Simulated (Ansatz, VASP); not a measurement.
# One calculation of Ge2Sb2Te5, two programs

Contents of INCAR:

```
PREC = Accurate ; ENCUT = 520
EDIFF = 1E-7 ; ISMEAR = 0
SIGMA = 0.03 ; LREAL = F
LASPH = T ; NELM = 100
ALGO = Normal ; ISIF = 2
LWAVE = F ; LCHARG = F
GGA = PE ; NBANDS = 44
```

File KPOINTS:

```
regular mesh
0
Gamma
  9 9 2
```

Contents of POSCAR:

```
Ge2Sb2Te5
1.0
    4.4050000000      0.0000000000      0.0000000000
   -2.2025000000      3.8148419037      0.0000000000
    0.0000000000      0.0000000000     17.3737000000
Ge Sb Te
2 2 5
Direct
    0.0000000000      0.0000000000      0.3313200918
    0.0000000000      0.0000000000      0.6686799082
    0.3333333333      0.6666666667      0.1120971408
    0.6666666667      0.3333333333      0.8879028592
    0.0000000000      0.0000000000      0.0000000000
    0.3333333333      0.6666666667      0.7914345914
    0.6666666667      0.3333333333      0.2085654086
    0.3333333333      0.6666666667      0.4096023866
    0.6666666667      0.3333333333      0.5903976134
```

Input for Ansatz:

```yaml
crystal:
  lattice:
    - [4.405, 0.0, 0.0]
    - [-2.2025, 3.8148419037, 0.0]
    - [0.0, 0.0, 17.3737]
  atoms:
    - { symbol: Ge, position: [0.0, 0.0, 0.3313200918] }
    - { symbol: Ge, position: [0.0, 0.0, 0.6686799082] }
    - { symbol: Sb, position: [0.3333333333, 0.6666666667, 0.1120971408] }
    - { symbol: Sb, position: [0.6666666667, 0.3333333333, 0.8879028592] }
    - { symbol: Te, position: [0.0, 0.0, 0.0] }
    - { symbol: Te, position: [0.3333333333, 0.6666666667, 0.7914345914] }
    - { symbol: Te, position: [0.6666666667, 0.3333333333, 0.2085654086] }
    - { symbol: Te, position: [0.3333333333, 0.6666666667, 0.4096023866] }
    - { symbol: Te, position: [0.6666666667, 0.3333333333, 0.5903976134] }
basis:
  ecutwfc: 420
kpoints:
  mp_grid: { grid: [9, 9, 2] }
hamiltonian:
  xc: pbe
scf:
  occupations: { method: gaussian, width: 0.03 }
output:
  forces: true
  stress: true
  eigenvalues: true
  write_density: true
  write_potential: true
  elf: true
  volumetric_format: npy
```

Alike in both runs: task single point; functional PBE; k mesh 9 × 9 × 2; occupations gaussian, width 0.03 eV; no spin polarisation.

|  | VASP | Ansatz |
| --- | --- | --- |
| version | VASP 6.6.1 | Ansatz 0.2.0 |
| potentials or method | VASP PAW PBE potentials, release 64 (Ge_d, Sb, Te), cutoff 520 eV | scalar-relativistic, plane waves, PAW |
| valence electrons in the cell | 68 | 138 |

|  | VASP | Ansatz | Ansatz less VASP |
| --- | --- | --- | --- |
| gap on the k mesh at the Fermi level (eV) | 0.17 | 0.16 | -0.003 |
| least direct gap on the mesh (eV) | 0.22 | 0.22 | -0.001 |
| pressure (GPa) | -1.2 | -1.2 | +0.01 |
| traceless stress, the component that is largest in VASP (GPa) | 1.49 | 1.50 | +0.013 |
| rms of the force components (eV/Å) | 0.021 | 0.023 | +0.0012 |

Atom by atom the forces differ by 0.006 eV/Å (rms over components). VASP's potentials hold 68 valence electrons a cell and Ansatz's 138, so a difference there can come from the potentials and not from the codes.

Spin-orbit coupling is off throughout.
